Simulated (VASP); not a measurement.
Sb:

```
CELL_PARAMETERS angstrom
2.11022 1.21834 3.68128
-2.11022 1.21834 3.68128
0.00000 -2.43668 3.68128
ATOMIC_POSITIONS crystal
Sb 0.76651 0.76651 0.76651
Sb 0.23349 0.23349 0.23349
```

Base run:

| Item | Value |
| --- | --- |
| Program | VASP 6.6.1 |
| Functional | PBE exchange alone |
| Potentials or basis | VASP PAW PBE potentials, release 64 (Sb_d_GW) |
| Cutoff | 500 eV |
| k mesh | 8 × 8 × 8 |
| Occupations | fermi-dirac, width 0.05 eV |
| Spin | no spin polarisation |

Its results: band gap on the k mesh zero (band 15 reaches 7.73 eV, above the bottom of band 16 at 7.49 eV); pressure 17.8 GPa; largest force 0.651 eV/Å.

**Question.** The run is repeated on the same cell with these changes: functional from PBE exchange alone to LDA; potentials or basis from VASP PAW PBE potentials, release 64 (Sb_d_GW) to VASP PAW LDA potentials, release 64 (Sb_d_GW). What comes out?

**Answer.** Band gap on the k mesh zero (band 15 reaches 5.92 eV, above the bottom of band 16 at 5.63 eV); pressure 2.7 GPa; largest force 0.360 eV/Å.

Caveats: spin-orbit coupling is left out, which moves the levels of the heavy elements.
